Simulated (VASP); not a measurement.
Write the native input for VASP 6.6.1 that does the following.

* Task: single point
* Functional: PBEsol
* Potentials or basis: VASP PAW PBE potentials, release 64 (Cd)
* Cutoff: 520 eV
* k mesh: 15 × 15 × 15
* Occupations: fermi-dirac, width 0.1 eV
* Spin: no spin polarisation
* Dipole correction: no
* Further INCAR settings: ALGO = Normal; EDIFF = 1e-07; NBANDS = 12

The structure of Cd lies in POSCAR:

```
Cd
1.0
   -1.4056830675      1.4056830675      1.4056830675
    1.4056830675     -1.4056830675      1.4056830675
    1.4056830675      1.4056830675     -1.4056830675
Cd
1
Direct
    0.0000000000      0.0000000000      0.0000000000
```

This cell differs from its parent crystal: volume scaled by 0.52.

One way to write it, as run:

INCAR

```
SYSTEM = Cd
PREC = Accurate
ENCUT = 520
EDIFF = 1E-7
ISMEAR = -1
SIGMA = 0.1
LREAL = .FALSE.
LASPH = .TRUE.
NELM = 80
ALGO = Normal
ISIF = 2
LWAVE = .FALSE.
LCHARG = .FALSE.
GGA = PS
NBANDS = 12
```

KPOINTS

```
regular mesh
0
G
  15 15 15
  0 0 0
```

Potentials or basis: VASP PAW PBE potentials, release 64 (Cd).

Launch:

```bash
$ cat potpaw_PBE.64/Cd/POTCAR > POTCAR
$ mpirun -np 1 vasp_std > vasp.out
```

Results of the run:

| Item | Value |
| --- | --- |
| Pressure | 228.6 GPa |
| Band gap on the k mesh | zero (band 6 reaches 14.00 eV, above the bottom of band 7 at 11.56 eV) |

Caveat: the PAW data sets were made with another functional, which shifts forces and pressure a little.

Run time: 9.1 s on 1 thread of Intel Xeon 6975P-C (shared host), peak memory 0.13 GiB.
